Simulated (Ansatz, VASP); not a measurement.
## Two plane-wave programs on BN

INCAR

```
PREC     = Accurate       # precision mode
ENCUT    = 520            # plane-wave cutoff, eV
EDIFF    = 1E-7           # SCF threshold, eV
ISMEAR   = 0              # smearing method
SIGMA    = 0.05           # smearing width, eV
LREAL    = F              # projectors in reciprocal space
LASPH    = T              # aspherical terms in the spheres
NELM     = 60             # most SCF steps
ALGO     = Normal         # electronic algorithm
ISIF     = 2              # what is computed and relaxed
LWAVE    = F              # write WAVECAR
LCHARG   = F              # write CHGCAR
LDIPOL   = T            
IDIPOL   = 3            
DIPOL    = 0.5 0.5 0.500
GGA      = PE             # functional
IVDW     = 12             # dispersion correction
IBRION   = 2              # ionic algorithm
NSW      = 80             # ionic steps
EDIFFG   = -0.02          # ionic threshold
```

The input KPOINTS:

```
Automatic mesh
0
Gamma
  12 12 1
```

The input POSCAR:

```
BN
1.0
    2.5051851807      0.0000000000      0.0000000000
    1.2500915888      2.1709960408      0.0000000000
    0.0000000000      0.0000000000     25.0184465684
B N
4 4
Direct
    0.4998931263      0.4998931263      0.2997788044
    0.9998931263      0.9998931263      0.4332596015
    0.4998931263      0.4998931263      0.5667403985
    0.9998931263      0.9998931263      0.7002211956
    0.8334068837      0.8334068837      0.2997788044
    0.3334068837      0.3334068837      0.4332596015
    0.8334068837      0.8334068837      0.5667403985
    0.3334068837      0.3334068837      0.7002211956
```

Input for Ansatz:

```yaml
crystal:
  lattice:
    - [2.5051851807, 0.0, 0.0]
    - [1.2500915888, 2.1709960408, 0.0]
    - [0.0, 0.0, 25.0184465684]
  atoms:
    - { symbol: B, position: [0.4998931263, 0.4998931263, 0.2997788044] }
    - { symbol: "N", position: [0.8334068837, 0.8334068837, 0.2997788044] }
    - { symbol: B, position: [0.9998931263, 0.9998931263, 0.4332596015] }
    - { symbol: "N", position: [0.3334068837, 0.3334068837, 0.4332596015] }
    - { symbol: B, position: [0.4998931263, 0.4998931263, 0.5667403985] }
    - { symbol: "N", position: [0.8334068837, 0.8334068837, 0.5667403985] }
    - { symbol: B, position: [0.9998931263, 0.9998931263, 0.7002211956] }
    - { symbol: "N", position: [0.3334068837, 0.3334068837, 0.7002211956] }
basis:
  ecutwfc: 420
kpoints:
  mp_grid: { grid: [12, 12, 1] }
hamiltonian:
  xc: pbe
  dispersion: d3bj
scf:
  occupations: { method: gaussian, width: 0.05 }
output:
  forces: true
  eigenvalues: true
relax:
  adjacent_minimum: "off"
  f_tol: 0.02
  max_steps: 60
efield:
  axis: 3
  dipole_correction: true
  ramp_width: 0.04
```

Alike in both runs: task relaxation of the atoms; functional PBE; dispersion D3(BJ); k mesh 12 × 12 × 1; occupations gaussian, width 0.05 eV; no spin polarisation.

```csv
,VASP,Ansatz
version,VASP 6.6.1,Ansatz 0.2.0
potentials or method,"VASP PAW PBE potentials, release 64 (B, N), cutoff 520 eV","scalar-relativistic, plane waves, PAW"
valence electrons in the cell,32,32
```

```csv
,VASP,Ansatz,Ansatz less VASP
"gap on the k mesh at the Fermi level, each at its own relaxed structure (eV)",3.84,3.85,+0.016
```
